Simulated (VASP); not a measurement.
# HfC (WC type) (P-6m2) in VASP: notebook, part 2 of 2

VASP 6.6.1.

## Step 5: Single point, PBE

This run uses another cell than the first one, of 11.63 Å³/atom.

INCAR reads:

```
SYSTEM = HfC
PREC = Accurate
ENCUT = 520
EDIFF = 1E-6
ISMEAR = -1
SIGMA = 0.08
LREAL = .False.
LASPH = .True.
NELM = 100
ALGO = Normal
ISIF = 2
LWAVE = .False.
LCHARG = .False.
GGA = PE
NBANDS = 14
```

KPOINTS reads:

```
Automatic mesh
0
Gamma
  14 14 13
  0 0 0
```

POSCAR reads:

```
HfC
1.0
    3.0833603594      0.0000000000      0.0000000000
   -1.5416801797      2.6702684003      0.0000000000
    0.0000000000      0.0000000000      2.8239579804
Hf C
1 1
Direct
    0.0000000000      0.0000000000      0.0000000000
    0.3333333333      0.6666666667      0.5000000000
```

Potentials or basis: VASP PAW PBE potentials, release 64 (Hf_pv, C).

Launch:

```
> cat potpaw_PBE.64/Hf_pv/POTCAR potpaw_PBE.64/C/POTCAR > POTCAR
> mpirun -np 1 vasp_std > vasp.out
```

OUTCAR:

```text
SYSTEM = HfC
   PREC = Accurate
   ENCUT = 520
   EDIFF = 1E-6
   ISMEAR = -1
   LREAL = .False.
   LASPH = .True.
   NELM = 100
   ISIF = 2
   GGA = PE

 ion  position               nearest neighbor table
   1  0.000  0.000  0.000-   2 2.27   2 2.27   2 2.27   2 2.27   2 2.27   2 2.27
   2  0.333  0.667  0.500-   1 2.27   1 2.27   1 2.27   1 2.27   1 2.27   1 2.27

  LATTYP: Found a hexagonal cell.
 ALAT       =     3.0833603594
 C/A-ratio  =     0.9158702361

  Lattice vectors:

 A1 = (   3.0833603594,   0.0000000000,   0.0000000000)
 A2 = (  -1.5416801797,   2.6702684003,   0.0000000000)
 A3 = (   0.0000000000,   0.0000000000,   2.8239579804)

Analysis of symmetry for initial positions (statically):
=====================================================================
 Subroutine PRICEL returns:
 Original cell was already a primitive cell.

 Routine SETGRP: Setting up the symmetry group for a
 hexagonal supercell.

 Subroutine GETGRP returns: Found 12 space group operations
 (whereof 12 operations were pure point group operations)
 out of a pool of 24 trial point group operations.

The static configuration has the point symmetry D_3h.

Analysis of symmetry for dynamics (positions and initial velocities):
=====================================================================
 Subroutine PRICEL returns:
 Original cell was already a primitive cell.

 Routine SETGRP: Setting up the symmetry group for a
 hexagonal supercell.

 Subroutine GETGRP returns: Found 12 space group operations
 (whereof 12 operations were pure point group operations)
 out of a pool of 24 trial point group operations.

The dynamic configuration has the point symmetry D_3h.

 Subroutine INISYM returns: Found 12 space group operations
 (whereof 12 operations are pure point group operations),
 and found     1 'primitive' translations

----------------------------------------------------------------------------------------

                                     Primitive cell
[... 120 lines left out ...]
   LEPSILON=     F    determine dielectric tensor
   LRPA    =     F    only Hartree local field effects (RPA)
 non-spin polarized calculation
  energy-cutoff  :      520.00
  volume of cell :       23.25
 maximum number of plane-waves:       642
 NGX is ok and might be reduce to    24
   NGX = 11   NGY = 11   NGZ = 11

 number of electron      14.0000000 magnetization

 Free energy of the ion-electron system (eV)
  ---------------------------------------------------
  ext. energy  EPLUGINS =         0.00000000
  ---------------------------------------------------
  free energy    TOTEN  =       -19.24509599 eV

  energy without entropy =      -19.23824161  energy(sigma->0) =      -19.24166880

 E-fermi :   6.4418     XC(G=0): -12.6169

 val. band max:        6.4334222109   @ k =   0.2857   0.0000   0.0000
 cond. band min:       6.4658755018   @ k =   0.2857   0.2857   0.4615
 fundamental gap:      0.0324532910
 Fermi energy:         6.4417845340

 k-point     1 :       0.0000    0.0000    0.0000
  band No.  band energies     occupation
      1     -22.7565      2.00000
      2     -22.7565      2.00000
      3     -22.3574      2.00000
      4      -6.0296      2.00000
      5       4.7478      2.00000
      6       4.7478      2.00000
      7       5.0093      2.00000
      8       8.2497      0.00000
      9      12.4033      0.00000
     10      13.5704      0.00000
     11      13.5704      0.00000
     12      14.0494      0.00000
     13      14.0494      0.00000
     14      20.7376      0.00000
[... 377 lines left out ...]
      1     -23.5194      2.00000
      2     -23.3477      2.00000
      3     -22.2154      2.00000
      4      -2.4938      2.00000
      5       2.0339      2.00000
      6       3.7140      2.00000
      7       5.7075      1.99979
      8       9.1214      0.00000
      9      10.4572      0.00000
     10      10.8683      0.00000
     11      12.6432      0.00000
     12      17.9084      0.00000
     13      20.7106      0.00000
     14      21.7870      0.00000

 [... further k-points ...]

------------------------ aborting loop because EDIFF is reached ----------------------------------------

  FORCE on cell =-STRESS in cart. coord.  units (eV):
  Direction    XX          YY          ZZ          XY          YZ          ZX
  --------------------------------------------------------------------------------------
  -------------------------------------------------------------------------------------
  Total        4.6069583      4.6069583      4.4872975      0.0000000     -0.0000000     -0.0000000
  in kB      317.4588443    317.4588443    309.2131934      0.0000000     -0.0000000     -0.0000000
  external PRESSURE =     314.7102940 kB  Pullay stress =       0.0000000 kB

 VOLUME and BASIS-vectors are now :
 -----------------------------------------------------------------------------
  energy-cutoff  :      520.00
  volume of cell :       23.25
      direct lattice vectors                 reciprocal lattice vectors
     3.083360359  0.000000000  0.000000000     0.324321482  0.187247095  0.000000000
    -1.541680180  2.670268400  0.000000000     0.000000000  0.374494189  0.000000000
     0.000000000  0.000000000  2.823957980     0.000000000  0.000000000  0.354112918

 POSITION                                       TOTAL-FORCE (eV/Angst)
 -----------------------------------------------------------------------------------
      0.00000      0.00000      0.00000        -0.000000      0.000000      0.000000
     -0.00000      1.78018      1.41198         0.000000      0.000000      0.000000
 -----------------------------------------------------------------------------------
    total drift:                                0.000000     -0.000000     -0.000000

  FREE ENERGIE OF THE ION-ELECTRON SYSTEM (eV)
  ---------------------------------------------------
  free  energy   TOTEN  =       -19.2450959903 eV

  energy  without entropy=      -19.2382416069  energy(sigma->0) =      -19.24166880
```

OSZICAR:

```text
N       E                     dE             d eps       ncg     rms          rms(c)
DAV:   1     0.277016892362E+02    0.27702E+02   -0.73992E+03  4712   0.966E+02
DAV:   2    -0.213573729777E+02   -0.49059E+02   -0.46227E+02  6028   0.207E+02
DAV:   3    -0.228889653033E+02   -0.15316E+01   -0.15265E+01  5724   0.274E+01
DAV:   4    -0.228953518631E+02   -0.63866E-02   -0.63862E-02  5670   0.218E+00
DAV:   5    -0.228953912857E+02   -0.39423E-04   -0.39422E-04  5772   0.150E-01    0.611E+01
DAV:   6    -0.193294210560E+02    0.35660E+01   -0.12599E+01  5220   0.197E+01    0.448E+01
DAV:   7    -0.192657350773E+02    0.63686E-01   -0.70392E-01  6306   0.556E+00    0.264E+01
DAV:   8    -0.192516374185E+02    0.14098E-01   -0.90288E-02  6138   0.203E+00    0.664E+00
DAV:   9    -0.192452648789E+02    0.63725E-02   -0.22437E-02  5586   0.809E-01    0.140E+00
DAV:  10    -0.192450930117E+02    0.17187E-03   -0.11117E-03  5520   0.220E-01    0.182E-01
DAV:  11    -0.192450958347E+02   -0.28230E-05   -0.42541E-05  5904   0.512E-02    0.134E-01
DAV:  12    -0.192450959903E+02   -0.15561E-06   -0.63730E-06  5850   0.174E-02
   1 F= -.19245096E+02 E0= -.19241669E+02  d E =-.685438E-02
```

Run time: 46 s. Hardware: 1 thread of Intel Xeon 8259CL, shared host; peak memory 0.18 GiB.

Results:

```
Free energy            : -19.2451 eV
Pressure               : 31.5 GPa
Band gap on the k mesh : zero (bands 7 and 8 overlap by 0.16 eV)
```

Caveat: the cell stands under pressure; spin-orbit coupling is left out, which moves the levels of the heavy elements.

## Step 6: Single point, PBE (11.63 Å³/atom)

This run uses another cell than the first one, of 11.63 Å³/atom.

INCAR reads:

```
SYSTEM = HfC
PREC     = Accurate       ! precision mode
ENCUT    = 520            ! plane-wave cutoff, eV
EDIFF    = 1E-7           ! SCF threshold, eV
ISMEAR   = -1             ! smearing method
SIGMA    = 0.08           ! smearing width, eV
LREAL    = .FALSE.        ! projectors in reciprocal space
LASPH    = .TRUE.         ! aspherical terms in the spheres
NELM     = 60             ! most SCF steps
ALGO     = Normal         ! electronic algorithm
ISIF     = 2              ! what is computed and relaxed
LWAVE    = .FALSE.        ! write WAVECAR
LCHARG   = .FALSE.        ! write CHGCAR
GGA      = PE             ! functional
NBANDS   = 14             ! bands
```

KPOINTS reads:

```
regular mesh
0
G
  14 14 13
  0 0 0
```

POSCAR reads:

```
HfC
1.0
    3.0833603594      0.0000000000      0.0000000000
   -1.5416801797      2.6702684002      0.0000000000
    0.0000000000      0.0000000000      2.8239579804
Hf C
1 1
Direct
    0.0000000000      0.0000000000      0.0000000000
    0.3333333333      0.6666666667      0.5000000000
```

Potentials or basis: VASP PAW PBE potentials, release 64 (Hf_pv, C).

Launch:

```
> cat potpaw_PBE.64/Hf_pv/POTCAR potpaw_PBE.64/C/POTCAR > POTCAR
> mpirun -np 1 vasp_std > vasp.out
```

It took 49 s on 1 thread of Intel Xeon 8259CL, shared host; peak memory 0.18 GiB.

Results (log left out):

- Free energy: -19.2451 eV
- Pressure: 31.5 GPa
- Band gap on the k mesh: zero (bands 7 and 8 overlap by 0.16 eV)

Stress tensor (GPa, compression positive):
```
31.74  0.00  0.00
 0.00 31.74  0.00
 0.00  0.00 30.92
```

Levels at points of the mesh, in eV from the Fermi level:
```
           k point  band 4  band 5  band 6  band 7  band 8  band 9  band 10  band 11
(0.00, 0.00, 0.00)  -12.47   -1.69   -1.69   -1.43    1.81    5.96     7.13     7.13
(0.50, 0.00, 0.00)   -9.52   -5.05   -0.99   -0.80    0.54    6.19     6.89     7.39
```

Caveat: the cell stands under pressure; spin-orbit coupling is left out, which moves the levels of the heavy elements.

## Step 7: Summary

| cell | gap on the mesh (eV) | pressure (GPa) |
| --- | --- | --- |
| a = 2.857, b = 2.857, c = 2.690 Å, angles 90.0, 90.0, 120.0°, 2 atoms | none | 119.4 |
| a = 2.975, b = 2.975, c = 2.758 Å, angles 90.0, 90.0, 120.0°, 2 atoms | none | 66.6 |
| a = 3.083, b = 3.083, c = 2.824 Å, angles 90.0, 90.0, 120.0°, 2 atoms | none | 31.5 |

Alike in all rows: task single point; level PBE; potentials or basis VASP PAW PBE potentials, release 64 (Hf_pv, C); no spin polarisation; k mesh 14 × 14 × 13; cutoff (eV) 520; smearing fermi-dirac 0.08 eV.

Caveats: the cell stands under pressure; spin-orbit coupling is left out, which moves the levels of the heavy elements.

Absolute energies hang on the potentials; compare differences alone.
